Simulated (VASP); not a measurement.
GaAs:

```
CELL_PARAMETERS angstrom
0.00000 2.99740 2.83309
2.99740 0.00000 2.83309
2.99740 2.99740 0.00000
ATOMIC_POSITIONS crystal
Ga 0.00000 0.00000 0.00000
As 0.25000 0.25000 0.25000
```

This cell differs from its parent crystal: biaxial xy strain +5.8%.

Base run:

| Item | Value |
| --- | --- |
| Program | VASP 6.6.1 |
| Functional | r2SCAN |
| Potentials or basis | VASP PAW PBE potentials, release 64 (Ga_d, As_d) |
| Cutoff | 560 eV |
| k mesh | 8 × 8 × 8 |
| Occupations | fermi-dirac, width 0.02 eV |
| Spin | no spin polarisation |

Its results: band gap on the k mesh 0.14 eV; pressure -6.2 GPa.

Task: The run is repeated on the same cell with these changes: functional from r2SCAN to PBE; cutoff from 560 eV to 510 eV. What comes out?

Result: Band gap on the k mesh 0.26 eV; pressure -3.6 GPa.

Caveats: the cell stands under tension; semilocal functionals underestimate gaps, and a narrow one can read as zero; the PAW data sets were made with another functional, which shifts forces and pressure a little (at least some runs).

A k mesh can miss the band edges.
